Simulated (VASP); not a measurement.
LaB3N4: single point with PBE

The system is LaB3N4.

```
B La N
1.0
     4.51245    0.00000   -0.02796
     0.00000    2.66824    0.00000
    -0.03107    0.00000    6.41443
B La N
3 1 4
Cartesian
  0.2068 0.0000 4.8972
  -0.5296 1.3341 1.0741
  2.5262 1.3341 5.3934
  2.0739 0.0000 2.5258
  3.2697 0.0000 4.8677
  2.6386 1.3341 0.4960
  0.9802 1.3341 4.8340
  -0.0090 0.0000 1.4995
```

```
Program             : VASP 6.6.1
Task                : single point
Functional          : PBE
Potentials or basis : VASP PAW PBE potentials, release 64 (B, La, N)
Cutoff              : 520 eV
k mesh              : 6 × 10 × 4
Occupations         : fermi-dirac, width 0.02 eV
Spin                : no spin polarisation
```

```yaml
Pressure: 2.2 GPa
Largest_force: 0.429 eV/Å
Band_gap_on_the_k_mesh: zero (bands 20 and 21 overlap by 1.07 eV)
```

Forces in eV/Å, atoms in the order of the input:
```
B    0.150  0.000 -0.057
B    0.227  0.000  0.364
B   -0.121  0.000 -0.299
La   0.092  0.000  0.231
N   -0.123  0.000  0.122
N   -0.235  0.000 -0.315
N    0.055  0.000  0.044
N   -0.045  0.000 -0.090
```

Stress tensor (GPa, compression positive):
```
2.91 0.00 1.04
0.00 0.35 0.00
1.04 0.00 3.46
```

Levels at points of the mesh, in eV from the Fermi level:
| k point | band 17 | band 18 | band 19 | band 20 | band 21 | band 22 | band 23 | band 24 |
| --- | --- | --- | --- | --- | --- | --- | --- | --- |
| (0.00, 0.00, 0.00) | -2.14 | -1.80 | -1.01 | 0.07 | 0.45 | 2.06 | 2.27 | 2.74 |
| (0.50, 0.00, 0.00) | -3.12 | -2.11 | -1.00 | 0.33 | 0.40 | 1.99 | 2.21 | 2.61 |
| (0.00, 0.50, 0.00) | -2.60 | -2.45 | -2.02 | -1.31 | -0.59 | 1.79 | 2.29 | 2.88 |
| (0.50, 0.50, 0.00) | -2.98 | -2.14 | -1.74 | -1.21 | -0.19 | 1.98 | 2.19 | 2.51 |
| (0.00, 0.00, 0.50) | -2.15 | -1.92 | -0.95 | -0.01 | 0.49 | 2.10 | 2.21 | 2.54 |
| (0.50, 0.00, 0.50) | -3.16 | -1.64 | -1.38 | 0.23 | 0.47 | 1.96 | 2.24 | 3.00 |
| (0.00, 0.50, 0.50) | -3.08 | -2.26 | -1.91 | -0.74 | -0.65 | 1.91 | 2.37 | 2.56 |
| (0.50, 0.50, 0.50) | -2.40 | -2.39 | -1.77 | -1.52 | -0.50 | 2.12 | 2.28 | 2.85 |

It took 5.2 min on 1 thread of Intel Xeon 8259CL (shared host), peak memory 0.33 GiB.

Caveat: spin-orbit coupling is left out, which moves the levels of the heavy elements.
